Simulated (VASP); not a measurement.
# BeAl35N35 (a cell with a defect) in VASP: a series of runs, part 2 of 2

VASP 6.6.1.

## (3) Single point, r2SCAN

File POSCAR:

```
BeAl35N35
1.0
    9.3892708692      0.0000000866      0.0000000000
   -4.6946355096      8.1313470524      0.0000000000
    0.0000000000      0.0000000000     10.0348065929
Al N Be
35 35 1
Direct
    0.2218116863      0.1107354470      0.2486921331
    0.1088326792      0.2247134163      0.4953773666
    0.2227571334      0.1116160867      0.7478883742
    0.1109144088      0.2225778402      0.9978448148
    0.2174596413      0.4415708902      0.2510944844
    0.1085481329      0.5498884227      0.4956549199
    0.2277134569      0.4467455444      0.7441527413
    0.1109170071      0.5543051659      0.9978072727
    0.2218455978      0.7766361978      0.2485267880
    0.1119496906      0.8887409876      0.4987530575
    0.2228776350      0.7771165396      0.7480232429
    0.1109089602      0.8883877828      0.9986400226
    0.5536519972      0.1096959481      0.2496540285
    0.4445429596      0.2265441077      0.4996928361
    0.5548665120      0.1103602163      0.7490101482
    0.4443831575      0.2227278087      0.9993095129
    0.5528369989      0.4455018533      0.2539070440
    0.5554036528      0.4450289043      0.7470837029
    0.4431669778      0.5546293194      0.9995874392
    0.5531021703      0.7732129038      0.2541322291
    0.4448602993      0.8836810837      0.4997037747
    0.5556595804      0.7764414938      0.7470977653
    0.4444700532      0.8875853093      0.9994065597
    0.8855346583      0.1085454821      0.2486928047
    0.7746341919      0.2198968841      0.4988100349
    0.8894544030      0.1114377264      0.7480780047
    0.7769102920      0.2213302281      0.9985347303
    0.8856272850      0.4425932352      0.2483319242
    0.7770366007      0.5557564203      0.4992633126
    0.8893281664      0.4436261443      0.7482195733
    0.7765805356      0.5548202111      0.9989286120
    0.8881436156      0.7768464622      0.2489773578
    0.7772424741      0.8874036300      0.4990755915
    0.8895964978      0.7777190309      0.7490989051
    0.7766237606      0.8876665726      0.9989483592
    0.2216097250      0.1135396429      0.4390702991
    0.1088655192      0.2204279784      0.1899230597
    0.2215527343      0.1111960382      0.9391091717
    0.1124058510      0.2238365366      0.6861864092
    0.1089464780      0.5536586821      0.1896941610
    0.2224287530      0.4444671021      0.9366993317
    0.1123752496      0.5539712606      0.6863973241
    0.2218484976      0.7740144247      0.4389617084
    0.1111441367      0.8881070133      0.1896076521
    0.2216733244      0.7768725119      0.9392293065
    0.1122327554      0.8887680967      0.6891829307
    0.5521389518      0.1091261182      0.4402895001
    0.4442394682      0.2228570053      0.1906901486
    0.5543916102      0.1104008623      0.9400036340
    0.4448236432      0.2219528073      0.6898954991
    0.5528858904      0.4509738501      0.4440438945
    0.4391216756      0.5523460387      0.1915377335
    0.5545904711      0.4446849052      0.9388630512
    0.4482214604      0.5569724384      0.6818009946
    0.5539645779      0.7686847088      0.4443761125
    0.4443603463      0.8866202165      0.1907979483
    0.5546721007      0.7764341301      0.9388606387
    0.4448515429      0.8882220248      0.6899864755
    0.8856852375      0.1090338428      0.4390279970
    0.7760052055      0.2205251032      0.1891649304
    0.8885553757      0.1107853489      0.9391147043
    0.7774658562      0.2213166938      0.6893786422
    0.8854420494      0.4421500446      0.4387308674
    0.7752082033      0.5542349139      0.1899856445
    0.8884935497      0.4440907243      0.9391558117
    0.7794439282      0.5554915386      0.6898096498
    0.8903018101      0.7781794245      0.4395107916
    0.7753713869      0.8861836126      0.1899878212
    0.8886152902      0.7775192711      0.9398012579
    0.7795947206      0.8892781042      0.6897638769
    0.4919017887      0.5791572396      0.5142847791
```

File INCAR.step1:

```
  PREC = Accurate
  ENCUT = 520
  ISMEAR = -1
  SIGMA = 0.01
  LREAL = Auto
  LASPH = True
  NELM = 100
  NBANDS = 182
  GGA = PE
  ALGO = Normal
  EDIFF = 1E-4
  LWAVE = True
  LCHARG = False
```

File INCAR.step2:

```
  PREC = Accurate
  ENCUT = 520
  EDIFF = 1E-7
  ISMEAR = -1
  SIGMA = 0.01
  LREAL = Auto
  LASPH = True
  NELM = 100
  ALGO = Normal
  ISIF = 2
  LWAVE = False
  LCHARG = False
  METAGGA = R2SCAN
  LMIXTAU = True
  NBANDS = 182
  ISTART = 1
```

File KPOINTS:

```
Automatic mesh
0
Gamma
  1 1 1
  0.25 0.25 0.25
```

Potentials or basis: VASP PAW PBE potentials, release 64 (Al, N, Be).

Command:

```bash
$ cat potpaw_PBE.64/Al/POTCAR potpaw_PBE.64/N/POTCAR potpaw_PBE.64/Be/POTCAR > POTCAR
$ cp INCAR.step1 INCAR
$ mpirun -np 1 vasp_std > vasp.out
$ cp INCAR.step2 INCAR
$ mpirun -np 1 vasp_std > vasp.out
```

It took 56 min on 1 thread of AMD EPYC 9R45 (Zen 5), shared host; peak memory 1.2 GiB.

The run converged. Its results:

* Free energy: -675.5736 eV
* Pressure: -6.1 GPa
* Largest force: 0.250 eV/Å
* Band gap on the k mesh: 3.91 eV

Forces in eV/Å, atoms in the order of the input:
```
Al   0.035 -0.020  0.016
Al   0.018 -0.222  0.087
Al   0.045 -0.016 -0.010
Al  -0.020  0.003 -0.001
Al   0.029 -0.012 -0.207
Al  -0.189  0.127  0.052
Al  -0.005 -0.017  0.015
Al  -0.028  0.024 -0.009
Al   0.027  0.002  0.034
Al   0.008  0.019 -0.016
Al   0.032 -0.007 -0.015
Al  -0.024  0.020 -0.002
Al   0.022 -0.015  0.005
Al  -0.039  0.009  0.012
Al   0.019 -0.021  0.000
Al  -0.021  0.020 -0.001
Al   0.015 -0.009  0.012
Al   0.041 -0.022  0.013
Al  -0.019  0.015  0.012
Al   0.016 -0.030 -0.017
Al  -0.076  0.010  0.025
Al   0.015 -0.004  0.020
Al  -0.019  0.023 -0.005
Al   0.017 -0.022 -0.034
Al  -0.068  0.027  0.020
Al   0.014 -0.006  0.019
Al  -0.034  0.008  0.006
Al  -0.003 -0.020  0.013
Al  -0.021 -0.015 -0.019
Al   0.023 -0.017 -0.001
Al  -0.036  0.013  0.001
Al   0.035 -0.016  0.010
Al   0.053 -0.027  0.056
Al   0.038 -0.018  0.004
Al  -0.032  0.010  0.001
N    0.020 -0.026 -0.008
N   -0.027  0.030 -0.001
N    0.031 -0.020  0.007
N   -0.024  0.033  0.006
N   -0.030  0.018  0.016
N    0.043 -0.029  0.015
N   -0.028  0.017 -0.005
N    0.001 -0.018  0.009
N   -0.039  0.025 -0.021
N    0.033 -0.037  0.000
N   -0.034  0.018 -0.003
N    0.064 -0.014 -0.018
N   -0.042  0.004 -0.012
N    0.041 -0.021 -0.004
N   -0.045  0.022  0.005
N    0.233 -0.074 -0.050
N   -0.030  0.012 -0.012
N    0.041 -0.022 -0.002
N   -0.024  0.012  0.172
N   -0.026  0.154 -0.115
N   -0.049  0.027 -0.014
N    0.045 -0.020  0.000
N   -0.036  0.022 -0.013
N   -0.003  0.024 -0.045
N   -0.026  0.025 -0.010
N    0.040 -0.017  0.000
N   -0.033  0.024 -0.020
N    0.019  0.004  0.006
N   -0.025  0.033 -0.008
N    0.043 -0.023  0.007
N   -0.041  0.027 -0.009
N    0.027 -0.020 -0.014
N   -0.034  0.027  0.007
N    0.045 -0.028 -0.006
N   -0.042  0.022 -0.013
Be   0.047 -0.006  0.055
```

Stress tensor (GPa, compression positive):
```
-5.76  0.50  0.53
 0.50 -6.65  0.30
 0.53  0.30 -5.92
```

Levels at points of the mesh, in eV from the valence-band top:
```csv
k point,band 138,band 139,band 140,band 141,band 142,band 143,band 144,band 145
"(0.25, 0.25, 0.25)",-1.19,-1.14,-1.01,-0.01,3.94,4.09,4.35,5.09
```

Caveat: the PAW data sets were made with another functional, which shifts forces and pressure a little.

## (4) Single point, r2SCAN

File POSCAR:

```
BeAl35N35
1.0
    9.3892708692      0.0000000866      0.0000000000
   -4.6946355096      8.1313470524      0.0000000000
    0.0000000000      0.0000000000     10.0348065929
Al N Be
35 35 1
Direct
    0.2239871155      0.1127914977      0.2479534849
    0.0879300595      0.1779189446      0.5142733954
    0.2269349365      0.1114461821      0.7523446472
    0.1071730470      0.2149137151      0.9945792973
    0.2236769276      0.4458171297      0.1888459449
    0.0883446270      0.5783244719      0.5143967890
    0.2290958189      0.4486575385      0.7499849547
    0.1073320308      0.5605585629      0.9945880899
    0.2240038561      0.7793674162      0.2479357479
    0.1130737379      0.8906777774      0.4990357136
    0.2270339361      0.7838932685      0.7524159884
    0.1111466594      0.8897139102      1.0011342644
    0.5550906467      0.1116955254      0.2506736668
    0.4469412130      0.2283822081      0.5013947593
    0.5554449589      0.1118866033      0.7510266403
    0.4466698158      0.2246238283      1.0010720100
    0.5544234738      0.4469931118      0.2540502857
    0.5565523450      0.4454641656      0.7472569031
    0.4549471566      0.5616794371      0.9941329650
    0.5543800804      0.7756212560      0.2539877655
    0.4469581269      0.8870088579      0.5014395894
    0.5565220913      0.7793355013      0.7473127636
    0.4467073159      0.8904500315      1.0011038119
    0.8871171061      0.1109531188      0.2480488809
    0.7743612207      0.2212583066      0.5016841039
    0.8844460754      0.1102643701      0.7527073547
    0.7764160757      0.2223213632      1.0012671236
    0.8872136331      0.4442478984      0.2480588809
    0.7728439505      0.5570669552      0.4993470284
    0.8845428115      0.4422570817      0.7527234947
    0.7772354507      0.5568389884      1.0009850883
    0.8892724347      0.7786650859      0.2492101646
    0.7726922902      0.8837411245      0.4993373290
    0.8899851777      0.7790024468      0.7505618866
    0.7772144504      0.8885576532      1.0009770678
    0.2235209281      0.1139281706      0.4394452491
    0.1096409248      0.2202236732      0.1887062439
    0.2235411717      0.1114300285      0.9407251635
    0.1122701943      0.2244669194      0.6931725097
    0.1097714252      0.5570369232      0.1886848367
    0.2231639528      0.4459665330      0.9484516656
    0.1124264994      0.5557074647      0.6932979625
    0.2236881669      0.7785353094      0.4394881293
    0.1123990876      0.8899990917      0.1915589237
    0.2236266097      0.7809673422      0.9407735805
    0.1128945133      0.8903124515      0.6890594188
    0.5537952643      0.1113347351      0.4413807716
    0.4457105068      0.2250390554      0.1922847321
    0.5554307208      0.1121443505      0.9415378688
    0.4455510700      0.2230659804      0.6906243978
    0.5503609063      0.4521416816      0.4447227666
    0.4479660225      0.5578916222      0.1862155447
    0.5572931754      0.4453695818      0.9376208242
    0.4466167634      0.5572413638      0.6837201355
    0.5503339819      0.7669190647      0.4447948314
    0.4457202152      0.8884140880      0.1922870240
    0.5573160984      0.7807932469      0.9376853354
    0.4456067039      0.8903546459      0.6906878383
    0.8868889157      0.1114900844      0.4398854982
    0.7779047673      0.2227461811      0.1915213058
    0.8869057014      0.1108716497      0.9410288047
    0.7779140128      0.2227585194      0.6909041776
    0.8870331377      0.4438888122      0.4398408740
    0.7769177386      0.5558772933      0.1920269233
    0.8869866755      0.4447310333      0.9410019187
    0.7805420217      0.5571917667      0.6890777333
    0.8912296055      0.7800475324      0.4405767783
    0.7768845858      0.8886069469      0.1919286757
    0.8895561485      0.7791389870      0.9410452206
    0.7804747422      0.8908524562      0.6890591558
    0.4975816665      0.5830054452      0.5182284493
```

File INCAR.step1:

```
SYSTEM = BeAl35N35
ALGO = Normal
EDIFF = 1E-4
ENCUT = 520
GGA = PE
ISMEAR = -1
LASPH = .True.
LCHARG = .False.
LREAL = Auto
LWAVE = .True.
NBANDS = 182
NELECT = 280.0
NELM = 80
PREC = Accurate
SIGMA = 0.01
```

File INCAR.step2:

```
SYSTEM = BeAl35N35
ALGO = Normal
EDIFF = 1E-6
ENCUT = 520
ISIF = 2
ISMEAR = -1
ISTART = 1
LASPH = .True.
LCHARG = .False.
LMIXTAU = .True.
LREAL = Auto
LWAVE = .False.
METAGGA = R2SCAN
NBANDS = 182
NELECT = 280.0
NELM = 80
PREC = Accurate
SIGMA = 0.01
```

KPOINTS is that of step 3.

Command:

```bash
$ cat potpaw_PBE.64/Al/POTCAR potpaw_PBE.64/N/POTCAR potpaw_PBE.64/Be/POTCAR > POTCAR
$ cp INCAR.step1 INCAR
$ mpirun -np 1 vasp_std > vasp.out
$ cp INCAR.step2 INCAR
$ mpirun -np 1 vasp_std > vasp.out
```

Run time: 55 min. Hardware: 1 thread of AMD EPYC 9R45 (Zen 5), shared host; peak memory 1.1 GiB.

It converged, with:

| Property | Result |
| --- | --- |
| Free energy | -689.8046 eV |
| Largest force | 0.244 eV/Å |

Forces in eV/Å, atoms in the order of the input:
```
Al   0.042 -0.020  0.005
Al   0.005 -0.088  0.037
Al   0.040 -0.015  0.023
Al  -0.026  0.012  0.031
Al   0.037 -0.016 -0.139
Al  -0.100  0.077  0.011
Al   0.017 -0.024 -0.042
Al  -0.032  0.019  0.027
Al   0.037 -0.003  0.005
Al  -0.012  0.023 -0.020
Al   0.035  0.003  0.029
Al  -0.020  0.019  0.007
Al   0.031 -0.022  0.012
Al  -0.041 -0.007  0.013
Al   0.022 -0.019  0.009
Al  -0.012  0.004  0.002
Al   0.017 -0.019 -0.004
Al   0.031 -0.028  0.021
Al  -0.023  0.017  0.030
Al   0.021 -0.015  0.009
Al  -0.030  0.004  0.013
Al   0.022  0.003  0.017
Al  -0.026  0.029  0.004
Al   0.011 -0.021  0.005
Al  -0.027  0.001  0.005
Al   0.007 -0.020  0.035
Al  -0.039  0.006  0.008
Al   0.017 -0.028  0.001
Al  -0.040  0.013 -0.007
Al   0.010 -0.027  0.034
Al  -0.028  0.010  0.004
Al   0.018 -0.009  0.000
Al  -0.036  0.010  0.007
Al   0.010 -0.014  0.011
Al  -0.032  0.018  0.002
N   -0.034 -0.071  0.050
N   -0.026  0.089 -0.069
N    0.012 -0.019 -0.014
N   -0.023 -0.031 -0.067
N   -0.005  0.016 -0.040
N    0.040 -0.025  0.046
N   -0.072  0.040 -0.090
N   -0.060 -0.097  0.055
N   -0.039  0.029 -0.023
N    0.022 -0.060 -0.013
N   -0.025  0.028 -0.018
N    0.063 -0.007 -0.001
N   -0.058  0.012 -0.016
N    0.044 -0.018 -0.006
N   -0.043  0.021 -0.003
N    0.229 -0.064 -0.058
N   -0.090 -0.023 -0.056
N    0.020  0.000  0.010
N   -0.028  0.019  0.197
N    0.073  0.181 -0.077
N   -0.056  0.018 -0.012
N    0.043 -0.061  0.004
N   -0.043  0.015 -0.007
N    0.091 -0.028  0.036
N   -0.030  0.035 -0.014
N    0.068 -0.006 -0.023
N   -0.034  0.030 -0.006
N    0.063  0.079  0.060
N   -0.025  0.029 -0.013
N    0.064  0.004 -0.012
N   -0.047  0.017 -0.023
N    0.048 -0.042  0.004
N   -0.026  0.028  0.002
N    0.042 -0.025 -0.005
N   -0.047  0.021 -0.013
Be  -0.016 -0.007  0.008
```

Levels at points of the mesh, in eV from the Fermi level:
| k point | band 138 | band 139 | band 140 | band 141 | band 142 | band 143 |
| --- | --- | --- | --- | --- | --- | --- |
| (0.25, 0.25, 0.25) | -0.49 | -0.43 | -0.30 | 2.57 | 5.17 | 5.25 |

Caveat: the cell carries a net charge on a neutralising background, which shifts energy and pressure; the cell is charged against a uniform background, so pressure and absolute levels hang on convention; the PAW data sets were made with another functional, which shifts forces and pressure a little.
